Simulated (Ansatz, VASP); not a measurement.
# GaAs3 in VASP and in Ansatz

```
Ga As
1.0
     4.68703    0.00000    0.00000
     0.00000    4.68703    0.00000
     0.00000    0.00000    4.68703
Ga As
1 3
Direct
  0.50000 0.50000 0.50000
  0.00000 0.50000 0.50000
  0.50000 0.00000 0.50000
  0.50000 0.50000 0.00000
```

Alike in both runs: task relaxation of cell and atoms; functional PBE; k mesh 4 × 4 × 4; occupations gaussian, width 0.1 eV; no spin polarisation.

```csv
,VASP,Ansatz
version,VASP 6.6.1,Ansatz 0.2.0
potentials or method,"VASP PAW PBE potentials, release 64 (Ga_d, As), cutoff 600 eV","scalar-relativistic, plane waves, PAW"
valence electrons in the cell,28,58
```

VASP gave:

```
gap on the k mesh at the Fermi level, each at its own relaxed structure (eV) : none
relaxed volume (Å³/atom)                                                     : 30.90
relaxed length of the cell vector where the two differ most in proportion (Å)              : 4.981
```

**Question.** Which values does Ansatz return?

**Answer.** gap on the k mesh at the Fermi level, each at its own relaxed structure (eV): none; relaxed volume (Å³/atom): 30.84; relaxed length of the cell vector where the two differ most in proportion (Å): 4.978.

A gap of «none» marks a metal or a gap that the smearing closes. VASP's potentials hold 28 valence electrons a cell and Ansatz's 58, so a difference there can come from the potentials and not from the codes.

Noted on VASP's run: the volume moved by over 15 % at a fixed basis, so the end points are rough.
